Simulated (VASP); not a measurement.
Set up this calculation in VASP 6.6.1, as the native input.

```
Task                   : single point
Functional             : PBE
Potentials or basis    : VASP PAW PBE potentials, release 64 (Zn)
Cutoff                 : 520 eV
k mesh                 : 18 × 18 × 18
Occupations            : gaussian, width 0.1 eV
Spin                   : no spin polarisation
Dipole correction      : no
Further INCAR settings : ALGO = Fast; EDIFF = 1e-06; NBANDS = 12
```

The structure of Zn lies in POSCAR:

```
Zn
1.0
    0.0000000000      1.9642359331      1.9642359331
    1.9642359331      0.0000000000      1.9642359331
    1.9642359331      1.9642359331      0.0000000000
Zn
1
Direct
    0.0000000000      0.0000000000      0.0000000000
```

These files were run (other wordings do the same):

INCAR

```
  PREC = Accurate
  ENCUT = 520
  EDIFF = 1E-6
  ISMEAR = 0
  SIGMA = 0.1
  LREAL = False
  LASPH = True
  NELM = 80
  ALGO = Fast
  ISIF = 2
  LWAVE = False
  LCHARG = False
  GGA = PE
  NBANDS = 12
```

KPOINTS

```
Automatic mesh
0
Gamma
  18 18 18
```

Potentials or basis: VASP PAW PBE potentials, release 64 (Zn).

Run with:

```console
$ cat potpaw_PBE.64/Zn/POTCAR > POTCAR
$ mpirun -np 1 vasp_std > vasp.out
```

Results of the run:

```
Pressure               : 0.3 GPa
Band gap on the k mesh : zero (band 6 reaches 4.73 eV, above the bottom of band 7 at 1.71 eV)
```

Wall time 11 s on 1 thread of Intel(R) Xeon(R) 6975P-C (Granite Rapids), with other jobs on the host, peak memory 0.15 GiB.
